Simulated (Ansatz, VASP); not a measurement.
# Two plane-wave programs on RbLaO

The input POSCAR:

```
RbLaO
1.0
    4.4542740000      0.0000000000      0.0000000000
    0.0000000000      4.4542740000      0.0000000000
    0.0000000000      0.0000000000      7.6847750000
O La Rb
2 2 2
Direct
    0.7500000000      0.2500000000      0.0000000000
    0.2500000000      0.7500000000      0.0000000000
    0.2500000000      0.2500000000      0.2305000000
    0.7500000000      0.7500000000      0.7695000000
    0.2500000000      0.2500000000      0.6480000000
    0.7500000000      0.7500000000      0.3520000000
```

File INCAR.step1:

```
ALGO = Normal ; EDIFF = 1E-4
ENCUT = 520 ; GGA = PE
ISMEAR = -1 ; LASPH = T
LCHARG = F ; LREAL = F
LWAVE = T ; NBANDS = 35
NELM = 100 ; PREC = Accurate
SIGMA = 0.1302
```

Contents of INCAR.step2:

```
ALGO = Normal ; EDIFF = 1E-6
ENCUT = 520 ; ISIF = 2
ISMEAR = -1 ; ISTART = 1
LASPH = T ; LCHARG = T
LELF = T ; LMIXTAU = T
LREAL = F ; LVHAR = T
LWAVE = F ; METAGGA = R2SCAN
NBANDS = 35 ; NELM = 100
PREC = Accurate ; SIGMA = 0.1302
```

Contents of KPOINTS:

```
k-points
0
Gamma
  4 4 3
```

Input for Ansatz:

```yaml
crystal:
  lattice:
    - [4.454274, 0.0, 0.0]
    - [0.0, 4.454274, 0.0]
    - [0.0, 0.0, 7.684775]
  atoms:
    - { symbol: O, position: [0.75, 0.25, 0.0] }
    - { symbol: O, position: [0.25, 0.75, 0.0] }
    - { symbol: La, position: [0.25, 0.25, 0.2305] }
    - { symbol: La, position: [0.75, 0.75, 0.7695] }
    - { symbol: Rb, position: [0.25, 0.25, 0.648] }
    - { symbol: Rb, position: [0.75, 0.75, 0.352] }
  symmetry: { tolerance: 0.0003 }
kpoints:
  mp_grid: { grid: [4, 4, 3], shift: [0, 0, 0] }
magnetization:
  spin_polarized: false
scf:
  occupations: { method: fermi_dirac, width: 0.1302 }
hamiltonian:
  pseudopotentials: { kind: paw }
  xc: r2scan
basis:
  ecutwfc: 500
output:
  forces: true
  stress: true
  eigenvalues: true
  write_density: true
  write_potential: true
  elf: true
  volumetric_format: npy
```

Alike in both runs: task single point; functional r2SCAN; k mesh 4 × 4 × 3; occupations fermi-dirac, width 0.1302 eV; no spin polarisation.

|  | VASP | Ansatz |
| --- | --- | --- |
| version | VASP 6.6.1 | Ansatz 0.2.0 |
| potentials or method | VASP PAW PBE potentials, release 64 (O, La, Rb_sv), cutoff 520 eV | PAW plane waves |
| valence electrons in the cell | 52 | 52 |

```tsv
	VASP	Ansatz	Ansatz less VASP
gap on the k mesh at the Fermi level (eV)	none	none	-
pressure (GPa)	-4.2	-4.3	-0.02
traceless stress, the component that is largest in VASP (GPa)	-13.11	-13.09	+0.024
rms of the force components (eV/Å)	2.035	2.029	-0.0061
```

VASP's potentials were made for PBE, not for r2SCAN. Atom by atom the forces differ by 0.006 eV/Å (rms over components). A gap of «none» marks a metal or a gap that the smearing closes.

Spin-orbit coupling is off throughout.
